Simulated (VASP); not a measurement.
A run of VASP 6.6.1:

INCAR

```
SYSTEM = ZnSe
PREC = Accurate
ENCUT = 520
EDIFF = 1E-8
ISMEAR = -1
SIGMA = 0.03
LREAL = .False.
LASPH = .True.
NELM = 100
ALGO = Normal
ISIF = 2
LWAVE = .False.
LCHARG = .False.
GGA = PE
LEFG = .True.
NBANDS = 16
```

The input KPOINTS:

```
regular mesh
0
Gamma
  8 8 8
  0 0 0
```

Contents of POSCAR:

```
ZnSe
1.0
    0.0000000000      2.7759511149      2.7759511149
    2.7759511149      0.0000000000      2.7759511149
    2.7759511149      2.7759511149      0.0000000000
Zn Se
1 1
Direct
    0.0000000000      0.0000000000      0.0000000000
    0.7500000000      0.7500000000      0.7500000000
```

Potentials or basis: VASP PAW PBE potentials, release 64 (Zn, Se).

Launch:

```sh
$ cat potpaw_PBE.64/Zn/POTCAR potpaw_PBE.64/Se/POTCAR > POTCAR
$ mpirun -np 1 vasp_std > vasp.out
```

Hardware: 1 thread of AMD EPYC 9R45 (Zen 5) (shared host).

Task: Estimate the wall time of this run.

Result: Run time: 14 s on 1 thread of AMD EPYC 9R45 (Zen 5) (shared host), peak memory 0.14 GiB. Counts: scf iterations 16, k points 29.
